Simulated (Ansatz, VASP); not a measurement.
One calculation of RbBr, two programs

The input POSCAR:

```
RbBr
1.0
    4.0251412785      0.0000000000      0.0000000000
    0.0000000000      4.1279266522      0.0000000000
    0.0000000000      0.0000000000      4.1279266522
Rb Br
1 1
Direct
    0.0000000000      0.0000000000      0.0000000000
    0.5000000000      0.5000000000      0.5000000000
```

Contents of INCAR.step1:

```
SYSTEM = RbBr
PREC     = Accurate       ! precision mode
ENCUT    = 520            ! plane-wave cutoff, eV
ISMEAR   = 0              ! smearing method
SIGMA    = 0.01           ! smearing width, eV
LREAL    = .FALSE.        ! projectors in reciprocal space
LASPH    = .TRUE.         ! aspherical terms in the spheres
NELM     = 100            ! most SCF steps
NBANDS   = 15             ! bands
GGA      = PE             ! functional
ALGO     = Normal         ! electronic algorithm
EDIFF    = 1E-4           ! SCF threshold, eV
LWAVE    = .TRUE.         ! write WAVECAR
LCHARG   = .FALSE.        ! write CHGCAR
```

The input INCAR.step2:

```
SYSTEM = RbBr
PREC     = Accurate       ! precision mode
ENCUT    = 520            ! plane-wave cutoff, eV
EDIFF    = 1E-6           ! SCF threshold, eV
ISMEAR   = 0              ! smearing method
SIGMA    = 0.01           ! smearing width, eV
LREAL    = .FALSE.        ! projectors in reciprocal space
LASPH    = .TRUE.         ! aspherical terms in the spheres
NELM     = 100            ! most SCF steps
ALGO     = Normal         ! electronic algorithm
ISIF     = 2              ! what is computed and relaxed
LWAVE    = .FALSE.        ! write WAVECAR
LCHARG   = .FALSE.        ! write CHGCAR
METAGGA  = R2SCAN         ! meta-GGA
LMIXTAU  = .TRUE.       
NBANDS   = 15             ! bands
ISTART   = 1
```

The input KPOINTS:

```
regular mesh
0
G
  6 6 6
  0 0 0
```

Input for Ansatz:

```yaml
crystal:
  lattice:
    - [4.0251412785, 0.0, 0.0]
    - [0.0, 4.1279266522, 0.0]
    - [0.0, 0.0, 4.1279266522]
  atoms:
    - { symbol: Rb, position: [0.0, 0.0, 0.0] }
    - { symbol: Br, position: [0.5, 0.5, 0.5] }
kpoints:
  mp_grid: { grid: [6, 6, 6] }
  band_path:
    path:
      - [0.0, 0.0, 0.0]
      - [0.0, 0.5, 0.0]
      - [0.5, 0.5, 0.0]
      - [0.5, 0.5, 0.5]
      - [0.0, 0.5, 0.5]
    npoints: 1
hamiltonian:
  xc: r2scan
scf:
  occupations: { method: fixed }
  n_extra_bands: 4
output:
  forces: true
  stress: true
  eigenvalues: true
```

Change from the starting cell: uniaxial_x strain -2.5%.

Alike in both runs: task single point; functional r2SCAN; k mesh 6 × 6 × 6; no spin polarisation.

```csv
,VASP,Ansatz
version,VASP 6.6.1,Ansatz 0.2.0
potentials or method,"VASP PAW PBE potentials, release 64 (Rb_sv, Br)","plane waves, PAW"
plane-wave cutoff (eV),520,500
occupations,"gaussian, width 0.01 eV",fixed
valence electrons in the cell,16,16
```

|  | VASP | Ansatz | Ansatz less VASP |
| --- | --- | --- | --- |
| gap on the k mesh at the Fermi level (eV) | 4.84 | 4.83 | -0.003 |
| pressure (GPa) | 0.5 | 0.5 | -0.03 |
| traceless stress, the component that is largest in VASP (GPa) | 0.53 | 0.53 | 0.000 |

VASP's potentials were made for PBE, not for r2SCAN.
